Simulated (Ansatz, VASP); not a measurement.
# Two plane-wave programs on HCl

```
H Cl
1.0
     0.00000    2.80594    2.80594
     2.80594    0.00000    2.80594
     2.80594    2.80594    0.00000
H Cl
1 1
Direct
  0.00000 0.00000 0.00000
  0.50000 0.50000 0.50000
```

Change from the starting cell: strain +0.025 along x and y, +0.025 along z, atoms carried along.

Alike in both runs: task single point; functional PBEsol; k mesh 16 × 16 × 16; occupations gaussian, width 0.15 eV; no spin polarisation.

```csv
,VASP,Ansatz
version,VASP 6.6.1,Ansatz 0.2.0
potentials or method,"VASP PAW PBE potentials, release 64 (H, Cl), cutoff 520 eV","scalar-relativistic, plane waves, PAW"
valence electrons in the cell,8,8
```

|  | VASP | Ansatz | Ansatz less VASP |
| --- | --- | --- | --- |
| gap on the k mesh at the Fermi level (eV) | none | none | - |
| pressure (GPa) | -9.7 | -9.7 | +0.05 |

VASP's potentials were made for PBE, not for PBEsol. A gap of «none» marks a metal or a gap that the smearing closes. The functional is the same, so the differences come from potentials, cutoffs and numerics.
